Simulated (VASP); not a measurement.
Crystal: C.

```
C
1.0
     2.14113   -2.41266    0.00000
     2.14113    2.41266    0.00000
     0.00000    0.00000    4.24418
C
8
Direct
  0.75000 0.75000 0.82809
  0.75000 0.75000 0.17191
  0.25000 0.25000 0.82809
  0.25000 0.25000 0.17191
  0.92038 0.42038 0.34692
  0.07962 0.57962 0.65308
  0.57962 0.07962 0.34692
  0.42038 0.92038 0.65308
```

The cell was built from a structure type or drawn by symmetry, and may not be a known phase.

```yaml
Program: VASP 6.6.1
Task: relaxation of cell and atoms
Functional: PBE
Potentials_or_basis: VASP PAW PBE potentials, release 64 (C)
Cutoff: 600 eV
k_mesh: 6 × 6 × 4
Occupations: gaussian, width 0.1 eV
Spin: no spin polarisation
```

At the start: pressure 60.6 GPa; volume 5.48 Å³/atom.

Question: How do energy, volume and symmetry change on relaxing?

Answer: Over 29 steps the energy falls by 804.8 meV/atom and the volume is 8.28 Å³/atom (+51.0 %); space group Cmme (No. 67, to 0.1 Å) before, P6/mmm (No. 191, to 0.1 Å).

The path:
| step | energy change (eV) | largest force (eV/Å) | pressure (GPa) | volume (Å³) |
| --- | --- | --- | --- | --- |
| 1 | 0.0000 | 2.9586 | 60.61 | 43.85 |
| 2 | 0.7257 | 8.5720 | -24.28 | 58.32 |
| 3 | -1.6084 | 2.0628 | 4.77 | 49.59 |
| 4 | -1.5979 | 3.6554 | -13.86 | 54.85 |
| 5 | -2.0837 | 0.9836 | -7.56 | 51.98 |
| 6 | -2.6099 | 2.3142 | 13.91 | 52.35 |
| 7 | -2.5548 | 3.1602 | 27.42 | 52.41 |
| 8 | -2.6235 | 2.5173 | 18.34 | 52.38 |
| 9 | -2.9364 | 2.9052 | 21.82 | 53.16 |
| 10 | -3.9475 | 3.0802 | 35.35 | 55.34 |
| 11 | -3.5207 | 3.6275 | 73.16 | 58.96 |
| 12 | -4.4685 | 2.5783 | 48.05 | 56.67 |
| 13 | -4.4681 | 2.3544 | 54.02 | 57.28 |
| 14 | -4.6943 | 2.2608 | 51.82 | 58.47 |
| 15 | -4.9521 | 2.2807 | 47.15 | 61.04 |
| 16 | -5.3330 | 1.8219 | 38.86 | 61.91 |
| 17 | -6.0875 | 1.0062 | 16.86 | 64.59 |
| 18 | -6.1171 | 1.6558 | -16.40 | 70.13 |
| 19 | -6.3221 | 1.2448 | -2.55 | 67.53 |
| 20 | -6.3231 | 1.2150 | -1.48 | 67.35 |
| 21 | -6.3531 | 0.9237 | -2.03 | 67.37 |
| 22 | -6.3842 | 0.7184 | -3.22 | 67.43 |
| 23 | -6.4046 | 0.5689 | -2.59 | 67.23 |
| 24 | -6.4297 | 0.3241 | -0.80 | 66.65 |
| 25 | -6.4350 | 0.1229 | -0.47 | 66.51 |
| 26 | -6.4363 | 0.0945 | -0.19 | 66.39 |
| 27 | -6.4373 | 0.0423 | -0.27 | 66.34 |
| 28 | -6.4378 | 0.0549 | -0.38 | 66.28 |
| 29 | -6.4382 | 0.0253 | -0.24 | 66.21 |

Final structure:
```
CELL_PARAMETERS angstrom
3.15030 -2.46107 0.00000
3.15030 2.46107 0.00000
0.00000 0.00000 4.26960
ATOMIC_POSITIONS crystal
C 0.75000 0.75000 0.83315
C 0.75000 0.75000 0.16685
C 0.25000 0.25000 0.83315
C 0.25000 0.25000 0.16685
C 0.00019 0.50019 0.33321
C 0.99981 0.49981 0.66679
C 0.49981 0.99981 0.33321
C 0.50019 0.00019 0.66679
```

Caveat: the k points lie up to 0.37 Å⁻¹ apart in the final cell, too coarse for converged energies and pressures of a metal; the volume moved by over 15 % at a fixed basis, so the end points are rough; this functional lacks dispersion, which binds the layers, so the pressure and a relaxed spacing across them are unreliable.
